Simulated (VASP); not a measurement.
# Ga (P-1) in VASP: electric field gradients with PBE

Aim: the electric field gradients of Ga with PBE.

Program: VASP 6.6.1. These are calculated values, not measurements. Logs are shortened: lines on timing, memory, paths and dates and some standing lists are left out, and cuts for length are marked.

## (1) The cell of the first run

The typed cell holds 2 atoms: a = 4.330 Å, b = 4.302 Å, c = 3.170 Å, α = 90.73°, β = 89.65°, γ = 140.74°.

## (2) Electric field gradients, PBE (equal xy, yz and zx shear strains of -1 %)

INCAR reads:

```
SYSTEM = Ga
PREC = Accurate ; ENCUT = 520
EDIFF = 1E-8 ; ISMEAR = -1
SIGMA = 0.08 ; LREAL = .False.
LASPH = .True. ; NELM = 100
ALGO = Normal ; ISIF = 2
LWAVE = .False. ; LCHARG = .False.
GGA = PE ; LEFG = .True.
NBANDS = 20
```

KPOINTS reads:

```
Automatic mesh
0
Gamma
  12 12 10
  0 0 0
```

POSCAR reads:

```
Ga
1.0
    1.4703250000     -4.0722500000      0.0130750000
    1.4296750000      4.0577500000     -0.0275750000
   -0.0158500000     -0.0158500000      3.1700000000
Ga
2
Direct
    0.8670000000      0.1330000000      0.2500000000
    0.1330000000      0.8670000000      0.7500000000
```

Potentials or basis: VASP PAW PBE potentials, release 64 (Ga_d).

Command:

```console
cat potpaw_PBE.64/Ga_d/POTCAR > POTCAR
mpirun -np 1 vasp_std > vasp.out
```

OUTCAR:

```text
SYSTEM = Ga
   PREC = Accurate
   ENCUT = 520
   EDIFF = 1E-8
   ISMEAR = -1
   LREAL = .False.
   LASPH = .True.
   NELM = 100
   ISIF = 2
   GGA = PE

 ion  position               nearest neighbor table
   1  0.867  0.133  0.250-   2 2.67   2 2.69   2 2.84   2 2.88   2 2.88   2 2.88
   2  0.133  0.867  0.750-   1 2.67   1 2.69   1 2.84   1 2.88   1 2.88   1 2.88

  LATTYP: Found a triclinic cell.
 ALAT       =     2.9000724991
 B/A-ratio  =     2.0631953510
 C/A-ratio  =     1.0931034483
 COS(alpha) =     0.0004751139
 COS(beta)  =     0.0099745013
 COS(gamma) =     0.7338042413

  Lattice vectors:

 A1 = (   2.9000000000,  -0.0145000000,  -0.0145000000)
 A2 = (   4.3703250000,  -4.0867500000,  -0.0014250000)
 A3 = (   0.0158500000,   0.0158500000,  -3.1700000000)

Analysis of symmetry for initial positions (statically):
=====================================================================
 Subroutine PRICEL returns:
 Original cell was already a primitive cell.

 Routine SETGRP: Setting up the symmetry group for a
 triclinic supercell.

 Subroutine GETGRP returns: Found  2 space group operations
 (whereof  2 operations were pure point group operations)
 out of a pool of  2 trial point group operations.

The static configuration has the point symmetry S_2 .

Analysis of symmetry for dynamics (positions and initial velocities):
=====================================================================
 Subroutine PRICEL returns:
 Original cell was already a primitive cell.

 Routine SETGRP: Setting up the symmetry group for a
 triclinic supercell.

 Subroutine GETGRP returns: Found  2 space group operations
 (whereof  2 operations were pure point group operations)
 out of a pool of  2 trial point group operations.

The dynamic configuration has the point symmetry S_2 .

 Subroutine INISYM returns: Found  2 space group operations
 (whereof  2 operations are pure point group operations),
 and found     1 'primitive' translations

----------------------------------------------------------------------------------------

                                     Primitive cell

  volume of cell :      37.3667

  direct lattice vectors                    reciprocal lattice vectors
     1.470325000 -4.072250000  0.013075000     0.344226787 -0.121274522  0.001114761
     1.429675000  4.057750000 -0.027575000     0.345463043  0.124740300  0.002351017
    -0.015850000 -0.015850000  3.170000000     0.001585293  0.001585293  0.315473266

  length of vectors
     4.329578112  4.302332629  3.170079249     0.364966894  0.367301489  0.315481232

  position of ions in fractional coordinates (direct lattice)
     0.867000000  0.133000000  0.250000000
     0.133000000  0.867000000  0.750000000

  ion indices of the primitive-cell ions
   primitive index   ion index
                 1           1
                 2           2

----------------------------------------------------------------------------------------

 KPOINTS: Automatic mesh

Automatic generation of k-mesh.
 Grid dimensions read from file:
 generate k-points for:   12   12   10

 Generating k-lattice:

  Cartesian coordinates                     Fractional coordinates (reciprocal lattice)
     0.028685566 -0.010106210  0.000092897     0.083333333 -0.000000000 -0.000000000
     0.028788587  0.010395025  0.000195918     0.000000000  0.083333333  0.000000000
     0.000158529  0.000158529  0.031547327     0.000000000  0.000000000  0.100000000

  Length of vectors
     0.030413908  0.030608457  0.031548123

  Shift w.r.t. Gamma in fractional coordinates (k-lattice)
     0.000000000  0.000000000  0.000000000

 Subroutine IBZKPT returns following result:
 ===========================================

 Found    724 irreducible k-points:

 Following reciprocal coordinates:
            Coordinates               Weight
  0.000000  0.000000  0.000000      1.000000
  0.083333 -0.000000 -0.000000      2.000000
  0.166667 -0.000000 -0.000000      2.000000
  0.250000  0.000000 -0.000000      2.000000
  0.333333  0.000000  0.000000      2.000000
  0.416667  0.000000  0.000000      2.000000
[... 16 lines left out ...]
  0.250000  0.166667  0.000000      2.000000
  0.333333  0.166667  0.000000      2.000000
 [... further k-points ...]
   k-points           NKPTS =    724   k-points in BZ     NKDIM =    724   number of bands    NBANDS=     20
   number of dos      NEDOS =    301   number of ions     NIONS =      2
   total plane-waves  NPLWV =  24576
   dimension x,y,z NGX =    32 NGY =   32 NGZ =   24
   dimension x,y,z NGXF=    64 NGYF=   64 NGZF=   48
   ions per type =               2
   NGX,Y,Z   is equivalent  to a cutoff of  12.29, 12.37, 12.59 a.u.
   NGXF,Y,Z  is equivalent  to a cutoff of  24.57, 24.73, 25.17 a.u.
 SYSTEM =  Ga
   PREC   = accura    normal or accurate (medium, high low for compatibility)
   ISTART =      0    job   : 0-new  1-cont  2-samecut
   ICHARG =      2    charge: 1-file 2-atom 10-const
   ISPIN  =      1    spin polarized calculation?
   LNONCOLLINEAR =      F non collinear calculations
   LSORBIT =      F    spin-orbit coupling
   LASPH  =      T    aspherical Exc in radial PAW
   ENCUT  =  520.0 eV  38.22 Ry    6.18 a.u.   8.05  8.00  5.89*2*pi/ulx,y,z
   NELM   =    100;   NELMIN=  2; NELMDL= -5     # of ELM steps
   EDIFF  = 0.1E-07   stopping-criterion for ELM
   LREAL  =      F    real-space projection
   EDIFFG = 0.1E-06   stopping-criterion for IOM
   NSW    =      0    number of steps for IOM
   IBRION =     -1    ionic relax: 0-MD 1-quasi-New 2-CG
   NFREE  =      0    steps in history (QN), initial steepest desc. (CG)
   ISIF   =      2    stress and relaxation
   ISYM   =      2    0-nonsym 1-usesym 2-fastsym
   POTIM  = 0.5000    time-step for ionic-motion
   TEBEG  =    0.0;   TEEND  =   0.0 temperature during run
   PSTRESS=    0.0 pullay stress
   NELECT =      26.0000    total number of electrons
   NUPDOWN=      -1.0000    fix difference up-down
   EMIN   =  10.00;   EMAX   =-10.00  energy-range for DOS
   EFERMI =   0.00;   METHOD = LEGACY
   ISMEAR =    -1;   SIGMA  =   0.08  broadening in eV -4-tet -1-fermi 0-gaus
   EFERMI_NEDOS =   21; number of points for ismear=-14 and -15
   IALGO  =     38    algorithm
   IMIX   =      4    mixing-type and parameters
     AMIX     =   0.40;   BMIX     =  1.00
     AMIX_MAG =   1.60;   BMIX_MAG =  1.00
  volume/ion in A,a.u.               =      18.68       126.08
  Fermi-wavevector in a.u.,A,eV,Ry     =   1.450678  2.741383 28.632991  2.104465
  Thomas-Fermi vector in A             =   2.568262
   LORBIT       =      0    0 simple, 1 ext, 2 COOP (PROOUT), +10 PAW based schemes
   GGA     = PE    functional components
   LHFCALC =     F    Hartree Fock is set to
   AEXX    =    0.0000 exact exchange contribution
   IVDW    =     0    specifies the selected vdW correction
   LEPSILON=     F    determine dielectric tensor
   LRPA    =     F    only Hartree local field effects (RPA)
 non-spin polarized calculation
  energy-cutoff  :      520.00
  volume of cell :       37.37
 maximum number of plane-waves:      1026
   NGX = 17   NGY = 15   NGZ = 11

 number of electron      26.0000002 magnetization

 Free energy of the ion-electron system (eV)
  ---------------------------------------------------
  ext. energy  EPLUGINS =         0.00000000
  ---------------------------------------------------
  free energy    TOTEN  =        -5.75918188 eV

  energy without entropy =       -5.74196149  energy(sigma->0) =       -5.75057168

 E-fermi :   5.6726     XC(G=0): -11.0194

 val. band max:        5.6708690806   @ k =   0.4167  -0.1667   0.1000
 cond. band min:       5.6737682892   @ k =  -0.0833   0.1667   0.5000
 fundamental gap:      0.0028992085
 Fermi energy:         5.6726081533

 k-point     1 :       0.0000    0.0000    0.0000
  band No.  band energies     occupation
      1      -9.5458      2.00000
      2      -9.5212      2.00000
      3      -9.4520      2.00000
      4      -9.4372      2.00000
      5      -9.2472      2.00000
      6      -9.2324      2.00000
[... 12 lines left out ...]
     19      16.9072      0.00000
     20      17.3983      0.00000
[... 507 lines left out ...]
 k-point    24 :       0.3333    0.1667    0.0000
  band No.  band energies     occupation
      1      -9.4746      2.00000
      2      -9.4624      2.00000
      3      -9.4266      2.00000
      4      -9.3393      2.00000
      5      -9.3173      2.00000
      6      -9.2629      2.00000
[... 12 lines left out ...]
     19      16.5280      0.00000
     20      17.8981      0.00000

 [... further k-points ...]

------------------------ aborting loop because EDIFF is reached ----------------------------------------

  FORCE on cell =-STRESS in cart. coord.  units (eV):
  Direction    XX          YY          ZZ          XY          YZ          ZX
  --------------------------------------------------------------------------------------
  -------------------------------------------------------------------------------------
  Total       -0.1469284      0.6996771      0.6757165      0.0062473      0.0977894     -0.0207711
  in kB       -6.2998635     30.0001301     28.9727657      0.2678662      4.1929251     -0.8906026
  external PRESSURE =      17.5576774 kB  Pullay stress =       0.0000000 kB

 VOLUME and BASIS-vectors are now :
 -----------------------------------------------------------------------------
  energy-cutoff  :      520.00
  volume of cell :       37.37
      direct lattice vectors                 reciprocal lattice vectors
     1.470325000 -4.072250000  0.013075000     0.344226787 -0.121274522  0.001114761
     1.429675000  4.057750000 -0.027575000     0.345463043  0.124740300  0.002351017
    -0.015850000 -0.015850000  3.170000000     0.001585293  0.001585293  0.315473266

 POSITION                                       TOTAL-FORCE (eV/Angst)
 -----------------------------------------------------------------------------------
      1.46096     -2.99492      0.80017        -0.009364      0.196490      0.007686
      1.42319      2.96457      2.35533         0.009364     -0.196490     -0.007686
 -----------------------------------------------------------------------------------
    total drift:                                0.000000      0.000000     -0.000000

  FREE ENERGIE OF THE ION-ELECTRON SYSTEM (eV)
  ---------------------------------------------------
  free  energy   TOTEN  =        -5.7591818759 eV

  energy  without entropy=       -5.7419614888  energy(sigma->0) =       -5.75057168

 Electric field gradients (V/A^2)
---------------------------------------------------------------------
 ion       V_xx      V_yy      V_zz      V_xy      V_xz      V_yz
---------------------------------------------------------------------
   1      10.198   -26.643    16.445    -0.886    -0.833    -2.632
   2      10.198   -26.643    16.445    -0.886    -0.833    -2.632
---------------------------------------------------------------------

 Electric field gradients after diagonalization (V/A^2)
 (convention: |V_zz| > |V_xx| > |V_yy|)
----------------------------------------------------------------------
 ion       V_xx      V_yy      V_zz     asymmetry (V_yy - V_xx)/ V_zz
----------------------------------------------------------------------
   1      16.699    10.129   -26.827       0.245
   2      16.699    10.129   -26.827       0.245
----------------------------------------------------------------------

           NMR quadrupolar parameters

 Cq : quadrupolar parameter    Cq=e*Q*V_zz/h
 eta: asymmetry parameters     (V_yy - V_xx)/ V_zz
 Q  : nuclear electric quadrupole moment in mb (millibarn)
----------------------------------------------------------------------
 ion       Cq(MHz)       eta       Q (mb)
----------------------------------------------------------------------
   1      -0.065       0.245       1.000
   2      -0.065       0.245       1.000
----------------------------------------------------------------------
```

Run time: 6.9 min. Hardware: 1 thread of Intel Xeon Platinum 8375C at 2.90GHz (Ice Lake), shared host; peak memory 0.51 GiB.

Results:

```yaml
Free_energy: -5.7592 eV
Pressure: 1.8 GPa
Largest_force: 0.197 eV/Å
Band_gap_on_the_k_mesh: zero (bands 13 and 14 overlap by 9.35 eV)
Largest_electric_field_gradient_by_atom: Ga -26.8 V/Å²
```

Forces on the atoms (eV/Å):
```
Ga  -0.009  0.196  0.008
Ga   0.009 -0.196 -0.008
```

Stress tensor (GPa, compression positive):
```
-0.63  0.03 -0.09
 0.03  3.00  0.42
-0.09  0.42  2.90
```

Levels at points of the mesh, in eV from the Fermi level:
| k point | band 9 | band 10 | band 11 | band 12 | band 13 | band 14 | band 15 | band 16 | band 17 | band 18 |
| --- | --- | --- | --- | --- | --- | --- | --- | --- | --- | --- |
| (0.00, 0.00, 0.00) | -14.86 | -14.70 | -11.26 | -2.29 | -1.60 | 2.88 | 6.56 | 7.81 | 8.74 | 10.45 |
| (0.50, 0.00, 0.00) | -14.77 | -14.75 | -6.77 | -5.44 | -1.71 | -0.35 | 6.34 | 6.68 | 8.74 | 9.32 |
| (0.00, 0.50, 0.00) | -14.76 | -14.76 | -6.68 | -5.44 | -1.85 | -0.54 | 6.57 | 6.77 | 9.03 | 9.26 |
| (0.50, 0.50, 0.00) | -14.82 | -14.77 | -9.24 | -8.60 | 5.11 | 5.77 | 5.83 | 7.07 | 7.18 | 9.38 |
| (0.00, 0.00, 0.50) | -14.79 | -14.78 | -7.44 | -7.43 | 1.75 | 1.90 | 2.42 | 2.56 | 10.25 | 10.39 |
| (0.50, 0.00, 0.50) | -14.75 | -14.75 | -3.12 | -3.11 | -1.63 | -1.61 | 1.78 | 2.09 | 4.16 | 4.43 |
| (0.00, 0.50, 0.50) | -14.75 | -14.75 | -3.05 | -3.03 | -1.65 | -1.56 | 1.76 | 1.76 | 4.14 | 4.16 |
| (0.50, 0.50, 0.50) | -14.83 | -14.83 | -5.70 | -5.53 | -4.27 | -4.24 | 9.56 | 9.57 | 11.30 | 11.52 |

Electric field gradients, principal values (V/Å²):
| atom | least | middle | greatest (by size) |
| --- | --- | --- | --- |
| 1 Ga | 10.129 | 16.699 | -26.827 |
| 2 Ga | 10.129 | 16.699 | -26.827 |

Caveat: the cell differs from its parent crystal (equal xy, yz and zx shear strains of -1 %); without QUAD_EFG the Cq values of the log hold for a quadrupole moment of 1 mb, not for the nuclei.
